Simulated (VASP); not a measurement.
# ZnS (Wurtzite-2H) (P6_3mc) in VASP: a series of runs

Aim: see how the results for ZnS (Wurtzite-2H) move with the level of theory and the settings. Levels: r2SCAN+rVV10, r2SCAN. Tasks: relaxation of cell and atoms.

Everything below comes from runs of VASP 6.6.1. Logs are shortened: lines on timing, memory, paths and dates and some standing lists are left out, and cuts for length are marked.

## (1) The cell of the first run

Symmetry: P6_3mc, No. 186, hexagonal system. The conventional cell has a = 3.811 Å, b = 3.811 Å, c = 6.234 Å, α = 90.00°, β = 90.00°, γ = 120.00°. Zn (site symmetry 3m) has 4 S at 2.31 to 2.40 Å within 3.1 Å. Within 3.1 Å of S (site symmetry 3m) lie 4 Zn at 2.31 to 2.40 Å.

## (2) Relaxation of cell and atoms, r2SCAN+rVV10

POSCAR reads:

```
ZnS
1.0
    3.8110000000      0.0000000000      0.0000000000
   -1.9055000000      3.3004228138      0.0000000000
    0.0000000000      0.0000000000      6.2340000000
Zn S
2 2
Direct
    0.3333333333      0.6666666667      0.0000000000
    0.6666666667      0.3333333333      0.5000000000
    0.3333333333      0.6666666667      0.3850000000
    0.6666666667      0.3333333333      0.8850000000
```

INCAR.step1 reads:

```
SYSTEM = ZnS
PREC = Accurate
ENCUT = 600
ISMEAR = 0
SIGMA = 0.01
LREAL = .False.
LASPH = .True.
NELM = 100
GGA = PE
ALGO = Normal
EDIFF = 1E-4
LWAVE = .True.
LCHARG = .False.
```

INCAR.step2 reads:

```
SYSTEM = ZnS
PREC = Accurate
ENCUT = 600
EDIFF = 1E-7
ISMEAR = 0
SIGMA = 0.01
LREAL = .False.
LASPH = .True.
NELM = 100
ALGO = Normal
ISIF = 3
LWAVE = .False.
LCHARG = .False.
METAGGA = R2SCAN
LMIXTAU = .True.
LUSE_VDW = .True.
IVDW_NL = 2
BPARAM = 11.95
CPARAM = 0.0093
IBRION = 2
NSW = 60
EDIFFG = -0.03
ISTART = 1
```

KPOINTS reads:

```
Automatic mesh
0
Gamma
  6 6 4
  0 0 0
```

Potentials or basis: VASP PAW PBE potentials, release 64 (Zn, S).

Run with:

```bash
cat potpaw_PBE.64/Zn/POTCAR potpaw_PBE.64/S/POTCAR > POTCAR
cp INCAR.step1 INCAR
mpirun -np 1 vasp_std > vasp.out
cp INCAR.step2 INCAR
mpirun -np 1 vasp_std > vasp.out
```

OUTCAR:

```text
SYSTEM = ZnS
   PREC = Accurate
   ENCUT = 600
   EDIFF = 1E-7
   ISMEAR = 0
   LREAL = .False.
   LASPH = .True.
   NELM = 100
   ISIF = 3
   METAGGA = R2SCAN
   IVDW_NL = 2
   BPARAM = 11.95
   IBRION = 2
   NSW = 60
   EDIFFG = -0.03
   ISTART = 1

 ion  position               nearest neighbor table
   1  0.333  0.667  0.000-   4 2.31   4 2.31   4 2.31   3 2.40
   2  0.667  0.333  0.500-   3 2.31   3 2.31   3 2.31   4 2.40
   3  0.333  0.667  0.385-   2 2.31   2 2.31   2 2.31   1 2.40
   4  0.667  0.333  0.885-   1 2.31   1 2.31   1 2.31   2 2.40

  LATTYP: Found a hexagonal cell.
 ALAT       =     3.8110000000
 C/A-ratio  =     1.6357911309

  Lattice vectors:

 A1 = (   3.8110000000,   0.0000000000,   0.0000000000)
 A2 = (  -1.9055000000,   3.3004228138,   0.0000000000)
 A3 = (   0.0000000000,   0.0000000000,   6.2340000000)

Analysis of symmetry for initial positions (statically):
=====================================================================
 Subroutine PRICEL returns:
 Original cell was already a primitive cell.

 Routine SETGRP: Setting up the symmetry group for a
 hexagonal supercell.

 Subroutine GETGRP returns: Found 12 space group operations
 (whereof  6 operations were pure point group operations)
 out of a pool of 24 trial point group operations.

The static configuration has the point symmetry C_3v.
 The point group associated with its full space group is C_6v.

Analysis of symmetry for dynamics (positions and initial velocities):
=====================================================================
 Subroutine PRICEL returns:
 Original cell was already a primitive cell.

 Routine SETGRP: Setting up the symmetry group for a
 hexagonal supercell.

 Subroutine GETGRP returns: Found 12 space group operations
 (whereof  6 operations were pure point group operations)
 out of a pool of 24 trial point group operations.

The dynamic configuration has the point symmetry C_3v.
 The point group associated with its full space group is C_6v.

 Subroutine INISYM returns: Found 12 space group operations
 (whereof  6 operations are pure point group operations),
 and found     1 'primitive' translations

----------------------------------------------------------------------------------------

                                     Primitive cell

  volume of cell :      78.4107

  direct lattice vectors                    reciprocal lattice vectors
     3.811000000  0.000000000  0.000000000     0.262398321  0.151495741  0.000000000
    -1.905500000  3.300422814  0.000000000     0.000000000  0.302991482  0.000000000
     0.000000000  0.000000000  6.234000000     0.000000000  0.000000000  0.160410651

  length of vectors
     3.811000000  3.811000000  6.234000000     0.302991482  0.302991482  0.160410651

  position of ions in fractional coordinates (direct lattice)
     0.333333333  0.666666667  0.000000000
     0.666666667  0.333333333  0.500000000
     0.333333333  0.666666667  0.385000000
     0.666666667  0.333333333  0.885000000

  ion indices of the primitive-cell ions
   primitive index   ion index
                 1           1
                 2           2
                 3           3
                 4           4

----------------------------------------------------------------------------------------

 KPOINTS: Automatic mesh

Automatic generation of k-mesh.
 Grid dimensions read from file:
 generate k-points for:    6    6    4

 Generating k-lattice:

  Cartesian coordinates                     Fractional coordinates (reciprocal lattice)
     0.043733053  0.025249290  0.000000000     0.166666667  0.000000000  0.000000000
     0.000000000  0.050498580  0.000000000     0.000000000  0.166666667  0.000000000
     0.000000000  0.000000000  0.040102663     0.000000000  0.000000000  0.250000000

  Length of vectors
     0.050498580  0.050498580  0.040102663

  Shift w.r.t. Gamma in fractional coordinates (k-lattice)
     0.000000000  0.000000000  0.000000000

 Subroutine IBZKPT returns following result:
 ===========================================

 Found     21 irreducible k-points:

 Following reciprocal coordinates:
            Coordinates               Weight
  0.000000  0.000000  0.000000      1.000000
  0.166667 -0.000000  0.000000      6.000000
  0.333333  0.000000  0.000000      6.000000
  0.500000  0.000000  0.000000      3.000000
  0.166667  0.166667  0.000000      6.000000
  0.333333  0.166667  0.000000     12.000000
[... 13 lines left out ...]
  0.333333  0.166667  0.500000     12.000000
  0.333333  0.333333  0.500000      2.000000
   k-points           NKPTS =     21   k-points in BZ     NKDIM =     21   number of bands    NBANDS=     22
   number of dos      NEDOS =    301   number of ions     NIONS =      4
   total plane-waves  NPLWV =  45000
   dimension x,y,z NGX =    30 NGY =   30 NGZ =   50
   dimension x,y,z NGXF=    60 NGYF=   60 NGZF=  100
   ions per type =               2   2
   NGX,Y,Z   is equivalent  to a cutoff of  13.09, 13.09, 13.33 a.u.
   NGXF,Y,Z  is equivalent  to a cutoff of  26.17, 26.17, 26.67 a.u.
 SYSTEM =  ZnS
   PREC   = accura    normal or accurate (medium, high low for compatibility)
   ISTART =      1    job   : 0-new  1-cont  2-samecut
   ICHARG =      0    charge: 1-file 2-atom 10-const
   ISPIN  =      1    spin polarized calculation?
   LNONCOLLINEAR =      F non collinear calculations
   LSORBIT =      F    spin-orbit coupling
   LASPH  =      T    aspherical Exc in radial PAW
   ENCUT  =  600.0 eV  44.10 Ry    6.64 a.u.   7.61  7.61 12.45*2*pi/ulx,y,z
   NELM   =    100;   NELMIN=  2; NELMDL=  0     # of ELM steps
   EDIFF  = 0.1E-06   stopping-criterion for ELM
   LREAL  =      F    real-space projection
   EDIFFG = -.3E-01   stopping-criterion for IOM
   NSW    =     60    number of steps for IOM
   IBRION =      2    ionic relax: 0-MD 1-quasi-New 2-CG
   NFREE  =      1    steps in history (QN), initial steepest desc. (CG)
   ISIF   =      3    stress and relaxation
   ISYM   =      2    0-nonsym 1-usesym 2-fastsym
   POTIM  = 0.5000    time-step for ionic-motion
   TEBEG  =    0.0;   TEEND  =   0.0 temperature during run
   PSTRESS=    0.0 pullay stress
   NELECT =      36.0000    total number of electrons
   NUPDOWN=      -1.0000    fix difference up-down
   EMIN   =  10.00;   EMAX   =-10.00  energy-range for DOS
   EFERMI =   0.00;   METHOD = LEGACY
   ISMEAR =     0;   SIGMA  =   0.01  broadening in eV -4-tet -1-fermi 0-gaus
   EFERMI_NEDOS =   21; number of points for ismear=-14 and -15
   IALGO  =     38    algorithm
   IMIX   =      4    mixing-type and parameters
     AMIX     =   0.40;   BMIX     =  1.00
     AMIX_MAG =   1.60;   BMIX_MAG =  1.00
  volume/ion in A,a.u.               =      19.60       132.29
  Fermi-wavevector in a.u.,A,eV,Ry     =   1.262943  2.386617 21.701647  1.595026
  Thomas-Fermi vector in A             =   2.396326
   LORBIT       =      0    0 simple, 1 ext, 2 COOP (PROOUT), +10 PAW based schemes
   METAGGA = R2SCAN    functional components
   LHFCALC =     F    Hartree Fock is set to
   AEXX    =    0.0000 exact exchange contribution
   IVDW_NL    =     2    kernel type
   BPARAM     =11.9500
   IVDW    =     0    specifies the selected vdW correction
   LEPSILON=     F    determine dielectric tensor
   LRPA    =     F    only Hartree local field effects (RPA)
 conjugate gradient relaxation of ions
 non-spin polarized calculation
 Gauss-broadening in eV      SIGMA  =   0.01
  energy-cutoff  :      600.00
  volume of cell :       78.41
 maximum number of plane-waves:      2647
   NGX = 15   NGY = 15   NGZ = 25

--------------------------------------- Ionic step        1  -------------------------------------------

 number of electron      36.0000045 magnetization

 Free energy of the ion-electron system (eV)
  ---------------------------------------------------
  ext. energy  EPLUGINS =         0.00000000
  ---------------------------------------------------
  free energy    TOTEN  =       -36.68436740 eV

  energy without entropy =      -36.68436740  energy(sigma->0) =      -36.68436740

------------------------ aborting loop because EDIFF is reached ----------------------------------------

  FORCE on cell =-STRESS in cart. coord.  units (eV):
  Direction    XX          YY          ZZ          XY          YZ          ZX
  --------------------------------------------------------------------------------------
  -------------------------------------------------------------------------------------
  Total       -0.0249739     -0.0249739     -0.9743332      0.0000000      0.0000000      0.0000000
  in kB       -0.5102954     -0.5102954    -19.9086927      0.0000000      0.0000000      0.0000000
  external PRESSURE =      -6.9764279 kB  Pullay stress =       0.0000000 kB

 VOLUME and BASIS-vectors are now :
 -----------------------------------------------------------------------------
  energy-cutoff  :      600.00
  volume of cell :       78.41
      direct lattice vectors                 reciprocal lattice vectors
     3.811000000  0.000000000  0.000000000     0.262398321  0.151495741  0.000000000
    -1.905500000  3.300422814  0.000000000     0.000000000  0.302991482  0.000000000
     0.000000000  0.000000000  6.234000000     0.000000000  0.000000000  0.160410651
[... 191 lines left out ...]
 POSITION                                       TOTAL-FORCE (eV/Angst)
 -----------------------------------------------------------------------------------
     -0.00000      2.18532      0.03688        -0.000000      0.000000     -0.007192
      1.89254      1.09266      3.15584        -0.000000     -0.000000     -0.007192
     -0.00000      2.18532      2.36471         0.000000      0.000000      0.007192
      1.89254      1.09266      5.48366         0.000000      0.000000      0.007192
 -----------------------------------------------------------------------------------
    total drift:                                0.000000      0.000000     -0.010997

  FREE ENERGIE OF THE ION-ELECTRON SYSTEM (eV)
  ---------------------------------------------------
  free  energy   TOTEN  =       -36.7090995515 eV

  energy  without entropy=      -36.7090995515  energy(sigma->0) =      -36.70909955

--------------------------------------- Ionic step        7  -------------------------------------------

 number of electron      35.9999999 magnetization

 Free energy of the ion-electron system (eV)
  ---------------------------------------------------
  ext. energy  EPLUGINS =         0.00000000
  ---------------------------------------------------
  free energy    TOTEN  =       -36.70931669 eV

  energy without entropy =      -36.70931669  energy(sigma->0) =      -36.70931669

 E-fermi :   2.1124     XC(G=0): -10.4280

 val. band max:        2.0127477865   @ k =   0.0000   0.0000   0.0000
 cond. band min:       4.7884282572   @ k =   0.0000   0.0000   0.0000
 fundamental gap:      2.7756804708
 Fermi energy:         2.1123811422

 k-point     1 :       0.0000    0.0000    0.0000
  band No.  band energies     occupation
      1     -11.8287      2.00000
      2     -10.8459      2.00000
      3      -4.5687      2.00000
      4      -4.5472      2.00000
      5      -4.5471      2.00000
      6      -4.4532      2.00000
[... 14 lines left out ...]
     21       8.7852      0.00000
     22       8.7853      0.00000
[... 520 lines left out ...]
 POSITION                                       TOTAL-FORCE (eV/Angst)
 -----------------------------------------------------------------------------------
     -0.00000      2.18865      0.03600        -0.000000      0.000000     -0.013716
      1.89542      1.09432      3.15209        -0.000000     -0.000000     -0.013716
     -0.00000      2.18865      2.36339         0.000000      0.000000      0.013716
      1.89542      1.09432      5.47947         0.000000      0.000000      0.013716
 -----------------------------------------------------------------------------------
    total drift:                                0.000000      0.000000     -0.007451

  FREE ENERGIE OF THE ION-ELECTRON SYSTEM (eV)
  ---------------------------------------------------
  free  energy   TOTEN  =       -36.7093166885 eV

  energy  without entropy=      -36.7093166885  energy(sigma->0) =      -36.70931669

 reached required accuracy - stopping structural energy minimisation
```

Wall time 40 min (1 thread of Intel Xeon Platinum 8375C at 2.90GHz (Ice Lake), shared host); peak memory 0.4 GiB.

What came out:

| Property | Result |
| --- | --- |
| Free energy | -36.7093 eV |
| Relaxed volume | 19.39 Å³/atom |
| Relaxed cell | a = 3.791 Å, b = 3.791 Å, c = 6.232 Å, α = 90.00°, β = 90.00°, γ = 120.00° |
| Space group after relaxing (to 0.05 Å) | P6_3mc (No. 186) |
| Energy gained by relaxing | 6.2 meV/atom |
| Ionic steps | 7 |
| Pressure after relaxing | 0.0 GPa |
| Largest force after relaxing | 0.014 eV/Å |
| Band gap on the k mesh | 2.78 eV, direct |

Forces on the atoms (eV/Å):
```
Zn   0.000  0.000 -0.014
Zn   0.000  0.000 -0.014
S    0.000  0.000  0.014
S    0.000  0.000  0.014
```

The path:
```
step  energy change (eV)  largest force (eV/Å)  pressure (GPa)  volume (Å³)
   1              0.0000                0.3213           -0.70        78.41
   2             -0.0186                0.1177            0.16        77.44
   3             -0.0189                0.0920            0.26        77.34
   4             -0.0223                0.0488            0.01        77.58
   5             -0.0240                0.0280           -0.39        77.94
   6             -0.0247                0.0072            0.15        77.40
   7             -0.0249                0.0137           -0.02        77.56
```

Final structure:
```cif
data_structure
_symmetry_space_group_name_H-M 'P 1'
_symmetry_Int_Tables_number 1
_cell_length_a 3.7908
_cell_length_b 3.7908
_cell_length_c 6.2322
_cell_angle_alpha 90.000
_cell_angle_beta 90.000
_cell_angle_gamma 120.000
_cell_volume 77.56
loop_
_atom_site_label
_atom_site_type_symbol
_atom_site_fract_x
_atom_site_fract_y
_atom_site_fract_z
_atom_site_occupancy
Zn1 Zn 0.33333 0.66667 0.00578 1
Zn2 Zn 0.66667 0.33333 0.50578 1
S1 S 0.33333 0.66667 0.37922 1
S2 S 0.66667 0.33333 0.87922 1
```

Caveat: the PAW data sets were made with another functional, which shifts forces and pressure a little.

## (3) Relaxation of cell and atoms, r2SCAN

POSCAR is that of step 2.

INCAR.step1 reads:

```
PREC     = Accurate       # precision mode
ENCUT    = 600            # plane-wave cutoff, eV
ISMEAR   = 0              # smearing method
SIGMA    = 0.01           # smearing width, eV
LREAL    = F              # projectors in reciprocal space
LASPH    = T              # aspherical terms in the spheres
NELM     = 100            # most SCF steps
GGA      = PE             # functional
ALGO     = Normal         # electronic algorithm
EDIFF    = 1E-4           # SCF threshold, eV
LWAVE    = T              # write WAVECAR
LCHARG   = F              # write CHGCAR
```

INCAR.step2 reads:

```
PREC     = Accurate       # precision mode
ENCUT    = 600            # plane-wave cutoff, eV
EDIFF    = 1E-6           # SCF threshold, eV
ISMEAR   = 0              # smearing method
SIGMA    = 0.01           # smearing width, eV
LREAL    = F              # projectors in reciprocal space
LASPH    = T              # aspherical terms in the spheres
NELM     = 100            # most SCF steps
ALGO     = Normal         # electronic algorithm
ISIF     = 3              # what is computed and relaxed
LWAVE    = F              # write WAVECAR
LCHARG   = F              # write CHGCAR
METAGGA  = R2SCAN         # meta-GGA
LMIXTAU  = T            
IBRION   = 2              # ionic algorithm
NSW      = 60             # ionic steps
EDIFFG   = -0.03          # ionic threshold
ISTART   = 1
```

KPOINTS reads:

```
Automatic mesh
0
Gamma
  6 6 4
```

Potentials or basis: VASP PAW PBE potentials, release 64 (Zn, S).

Run with:

```bash
cat potpaw_PBE.64/Zn/POTCAR potpaw_PBE.64/S/POTCAR > POTCAR
cp INCAR.step1 INCAR
mpirun -np 1 vasp_std > vasp.out
cp INCAR.step2 INCAR
mpirun -np 1 vasp_std > vasp.out
```

Run time: 31 min. Hardware: 1 thread of Intel Xeon Platinum 8375C at 2.90GHz (Ice Lake), shared host; peak memory 0.24 GiB.

It converged, with:

```
Free energy                            : -37.7233 eV
Relaxed volume                         : 19.58 Å³/atom
Relaxed cell                           : a = 3.807 Å, b = 3.807 Å, c = 6.240 Å, α = 90.00°, β = 90.00°, γ = 120.00°
Space group after relaxing (to 0.05 Å) : P6_3mc (No. 186)
Energy gained by relaxing              : 5.5 meV/atom
Ionic steps                            : 9
Pressure after relaxing                : 0.1 GPa
Largest force after relaxing           : 0.003 eV/Å
Band gap on the k mesh                 : 2.79 eV, direct
```

Forces in eV/Å, atoms in the order of the input:
```
Zn   0.000  0.000 -0.003
Zn   0.000  0.000 -0.003
S    0.000  0.000  0.003
S    0.000  0.000  0.003
```

Stress tensor (GPa, compression positive):
```
0.05 0.00 0.00
0.00 0.05 0.00
0.00 0.00 0.14
```

The path:
| step | energy change (eV) | largest force (eV/Å) | pressure (GPa) | volume (Å³) |
| --- | --- | --- | --- | --- |
| 1 | 0.0000 | 0.3188 | 0.14 | 78.41 |
| 2 | -0.0157 | 0.1164 | -0.18 | 78.61 |
| 3 | -0.0161 | 0.0751 | -0.22 | 78.64 |
| 4 | -0.0198 | 0.0359 | 0.05 | 78.36 |
| 5 | -0.0211 | 0.0066 | 0.24 | 78.16 |
| 6 | -0.0206 | 0.0542 | 0.61 | 77.77 |
| 7 | -0.0214 | 0.0140 | 0.35 | 78.03 |
| 8 | -0.0217 | 0.0042 | -0.18 | 78.55 |
| 9 | -0.0220 | 0.0033 | 0.08 | 78.32 |

Final structure:
```xyz
4
Lattice="3.8071 0.0000 0.0000 -1.9036 3.2970 0.0000 0.0000 0.0000 6.2399" Properties=species:S:1:pos:R:3 pbc="T T T"
Zn    0.0000    2.1980    0.0331
Zn    1.9036    1.0990    3.1531
S     0.0000    2.1980    2.3692
S     1.9036    1.0990    5.4892
```

Levels at points of the mesh, in eV from the valence-band top:
| k point | band 15 | band 16 | band 17 | band 18 | band 19 | band 20 | band 21 | band 22 |
| --- | --- | --- | --- | --- | --- | --- | --- | --- |
| (0.00, 0.00, 0.00) | -0.92 | -0.08 | 0.00 | 0.00 | 2.79 | 3.61 | 6.79 | 6.79 |
| (0.50, 0.00, 0.00) | -3.36 | -2.31 | -1.73 | -0.91 | 4.04 | 4.78 | 5.46 | 7.37 |
| (0.00, 0.00, 0.50) | -0.48 | -0.48 | -0.48 | -0.48 | 4.11 | 4.11 | 7.25 | 7.25 |
| (0.50, 0.00, 0.50) | -1.68 | -1.68 | -1.66 | -1.66 | 3.97 | 3.97 | 5.66 | 5.66 |

Caveat: the PAW data sets were made with another functional, which shifts forces and pressure a little.
